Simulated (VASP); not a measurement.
Runs of VASP 6.6.1 on AlGa2P3. The structure is that of space group I-4m2 (No. 119), or close to it. The cells are those of the table. 

```tsv
task	cell	k mesh	cutoff (eV)	smearing	gap on the mesh (eV)	pressure (GPa)	largest force (eV/Å)
relaxation of cell and atoms	relaxed from a = 8.409 Å, angles 154.2, 154.2, 36.9°, 6 atoms	6 × 6 × 6	600	gaussian 0.1 eV	1.67	0.1	0.02
single point	a = 8.789 Å, angles 154.1, 154.1, 36.9°, 6 atoms	10 × 10 × 10	520	gaussian 0.02 eV	1.64	(b)	0.01
single point	a = 8.409 Å, angles 154.2, 154.2, 36.9°, 6 atoms	6 × 6 × 6	520	gaussian 0.1 eV	1.44	10.3	(a)
single point	a = 8.692 Å, angles 154.1, 154.1, 37.0°, 6 atoms	6 × 6 × 6	520	gaussian 0.1 eV	1.67	0.0	0.01
single point	a = 8.705 Å, angles 154.1, 154.1, 36.9°, 6 atoms	10 × 10 × 10	520	gaussian 0.02 eV	1.67	0.0	0.01
```

Alike in all rows: level PBE; potentials or basis VASP PAW PBE potentials, release 64 (Al, Ga_d, P); no spin polarisation.

Estimate the missing entries.

(a) 0.05; (b) -2.2.

A k mesh can miss the band edges, and the runs leave out spin-orbit coupling on Ga.
